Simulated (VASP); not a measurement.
A run of VASP 6.6.1 is set up as follows.

The input INCAR:

```
  PREC = Accurate
  ENCUT = 520
  EDIFF = 1E-7
  ISMEAR = 0
  SIGMA = 0.1
  LREAL = F
  LASPH = T
  NELM = 80
  ALGO = Fast
  ISIF = 2
  LWAVE = F
  LCHARG = T
  GGA = PE
  LELF = T
  LVHAR = T
  NBANDS = 20
```

Contents of KPOINTS:

```
regular mesh
0
Gamma
  6 6 6
```

POSCAR

```
MgRe3
1.0
    3.9219818349      0.0000000000      0.0000000000
    0.0000000000      3.9219818349      0.0000000000
    0.0000000000      0.0000000000      3.9219818349
Mg Re
1 3
Direct
    0.0000000000      0.0000000000      0.0000000000
    0.0000000000      0.5000000000      0.5000000000
    0.5000000000      0.0000000000      0.5000000000
    0.5000000000      0.5000000000      0.0000000000
```

Potentials or basis: VASP PAW PBE potentials, release 64 (Mg, Re).

Launch:

```bash
$ cat potpaw_PBE.64/Mg/POTCAR potpaw_PBE.64/Re/POTCAR > POTCAR
$ mpirun -np 1 vasp_std > vasp.out
```

Estimate the band gap on the k mesh.

zero (an odd number of electrons rules out a gap without spin polarisation).

What does it give for the pressure?

3.5 GPa.

Caveat: the cell stands under pressure; spin-orbit coupling is left out, which moves the levels of the heavy elements.
